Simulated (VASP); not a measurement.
Ta:

```
CELL_PARAMETERS angstrom
2.94225 0.00000 0.00000
-1.47112 2.54806 0.00000
0.00000 0.00000 4.80467
ATOMIC_POSITIONS crystal
Ta 0.00000 0.00000 0.00000
Ta 0.33333 0.66667 0.50000
```

This isn't the form of Ta at room conditions, which is bcc.

```yaml
Program: VASP 6.6.1
Task: relaxation of cell and atoms
Functional: PBE
Potentials_or_basis: VASP PAW PBE potentials, release 64 (Ta_pv)
Cutoff: 600 eV
k_mesh: 18 × 18 × 10
Occupations: gaussian, width 0.1 eV
Spin: no spin polarisation
```

At the start: pressure 8.0 GPa; volume 18.01 Å³/atom.

Q: How do energy, volume and symmetry change on relaxing?

A: Over 14 steps the energy falls by 59.6 meV/atom and the volume is 18.74 Å³/atom (+4.1 %); space group P6_3/mmc (No. 194, to 0.1 Å) before and after.

Step by step:
| step | energy change (eV) | largest force (eV/Å) | pressure (GPa) | volume (Å³) |
| --- | --- | --- | --- | --- |
| 1 | 0.0000 | 0.0000 | 8.01 | 36.02 |
| 2 | 0.0488 | 0.0000 | -14.10 | 40.87 |
| 3 | -0.0715 | 0.0000 | -3.05 | 38.06 |
| 4 | -0.1184 | 0.0000 | -0.62 | 37.62 |
| 5 | -0.1187 | 0.0000 | -0.85 | 37.65 |
| 6 | -0.1187 | 0.0000 | -0.87 | 37.66 |
| 7 | -0.1179 | 0.0000 | 1.49 | 37.20 |
| 8 | -0.1192 | 0.0000 | -0.05 | 37.48 |
| 9 | -0.1192 | 0.0000 | 0.02 | 37.47 |
| 10 | -0.1192 | 0.0000 | 0.04 | 37.47 |
| 11 | -0.1192 | 0.0000 | -0.03 | 37.49 |
| 12 | -0.1192 | 0.0000 | -0.05 | 37.49 |
| 13 | -0.1192 | 0.0000 | 0.09 | 37.47 |
| 14 | -0.1192 | 0.0000 | 0.04 | 37.48 |

Final structure:
```yaml
crystal:
  lattice:
    - [2.90060, 0.00000, 0.00000]
    - [-1.45030, 2.51199, 0.00000]
    - [0.00000, 0.00000, 5.14419]
  atoms:
    - { symbol: Ta, position: [0.00000, 0.00000, 0.00000] }
    - { symbol: Ta, position: [0.33333, 0.66667, 0.50000] }
```
